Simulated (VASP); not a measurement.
Crystal: NaLu.

```
CELL_PARAMETERS angstrom
0.00000 2.76785 2.76785
2.76785 0.00000 2.76785
2.76785 2.76785 0.00000
ATOMIC_POSITIONS crystal
Na 0.50000 0.50000 0.50000
Lu 0.00000 0.00000 0.00000
```

| Item | Value |
| --- | --- |
| Program | VASP 6.6.1 |
| Task | relaxation of cell and atoms |
| Functional | PBE |
| Potentials or basis | VASP PAW PBE potentials, release 64 (Na_pv, Lu) |
| Cutoff | 600 eV |
| k mesh | 6 × 6 × 6 |
| Occupations | gaussian, width 0.1 eV |
| Spin | no spin polarisation |

At the start: pressure 18.3 GPa; volume 21.20 Å³/atom.

How do energy, volume and symmetry change on relaxing?

Over 4 steps the energy falls by 439.5 meV/atom and the volume is 31.78 Å³/atom (+49.9 %); space group Fm-3m (No. 225, to 0.05 Å).

Step by step:
```tsv
step	energy change (eV)	largest force (eV/Å)	pressure (GPa)	volume (Å³)
1	0.0000	0.0000	18.31	42.41
2	-0.8533	0.0000	1.89	59.09
3	-0.8764	0.0000	0.51	62.27
4	-0.8789	0.0000	0.11	63.56
```

Final structure:
```
Na Lu
1.0
     0.00000    3.16745    3.16745
     3.16745    0.00000    3.16745
     3.16745    3.16745    0.00000
Na Lu
1 1
Direct
  0.50000 0.50000 0.50000
  0.00000 0.00000 0.00000
```

Caveat: the volume moved by over 15 % at a fixed basis, so the end points are rough.
